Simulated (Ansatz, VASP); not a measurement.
# HfN in VASP and in Ansatz

File INCAR:

```
PREC = Accurate
ENCUT = 520
EDIFF = 1E-7
ISMEAR = -1
SIGMA = 0.05
LREAL = F
LASPH = T
NELM = 60
ALGO = Normal
ISIF = 2
LWAVE = F
LCHARG = F
GGA = PE
NBANDS = 23
```

KPOINTS

```
regular mesh
0
Gamma
  10 10 6
```

Contents of POSCAR:

```
HfN
1.0
    2.7794724730      0.0000000000      0.0000000000
   -1.3897362365      2.4070937708      0.0000000000
    0.0000000000      0.0000000000      5.2685046498
Hf N
2 2
Direct
    0.0000000000      0.0000000000      0.0000000000
    0.0000000000      0.0000000000      0.5000000000
    0.3333333333      0.6666666667      0.2500000000
    0.6666666667      0.3333333333      0.7500000000
```

Input for Ansatz:

```yaml
crystal:
  lattice:
    - [2.779472473, 0.0, 0.0]
    - [-1.3897362365, 2.4070937708, 0.0]
    - [0.0, 0.0, 5.2685046498]
  atoms:
    - { symbol: Hf, position: [0.0, 0.0, 0.0] }
    - { symbol: Hf, position: [0.0, 0.0, 0.5] }
    - { symbol: "N", position: [0.3333333333, 0.6666666667, 0.25] }
    - { symbol: "N", position: [0.6666666667, 0.3333333333, 0.75] }
kpoints:
  mp_grid: { grid: [10, 10, 6] }
scf:
  occupations: { method: fermi_dirac, width: 0.05 }
hamiltonian:
  xc: pbe
  pseudopotentials: { kind: all_electron, lapw: { basis_error: 0.001 } }
output:
  forces: true
  stress: true
  eigenvalues: true
  populations: true
```

Change from the starting cell: volume scaled by 0.72, LAPW.

Alike in both runs: task single point; functional PBE; k mesh 10 × 10 × 6; occupations fermi-dirac, width 0.05 eV; no spin polarisation.

|  | VASP | Ansatz |
| --- | --- | --- |
| version | VASP 6.6.1 | Ansatz 0.2.0 |
| potentials or method | VASP PAW PBE potentials, release 64 (Hf_pv, N), cutoff 520 eV | all-electron LAPW, scalar-relativistic |

|  | VASP | Ansatz | Ansatz less VASP |
| --- | --- | --- | --- |
| pressure (GPa) | 151.6 | 153.9 | +2.38 |
| traceless stress, the component that is largest in VASP (GPa) | -2.66 | 0.21 | +2.877 |

Both programs put the cell under a high pressure, so it lies far from rest at this level. Ansatz ran all-electron here, and VASP with PAW potentials.

Neither program's run includes spin-orbit coupling. Noted on VASP's run: the cell as given lies far from equilibrium.
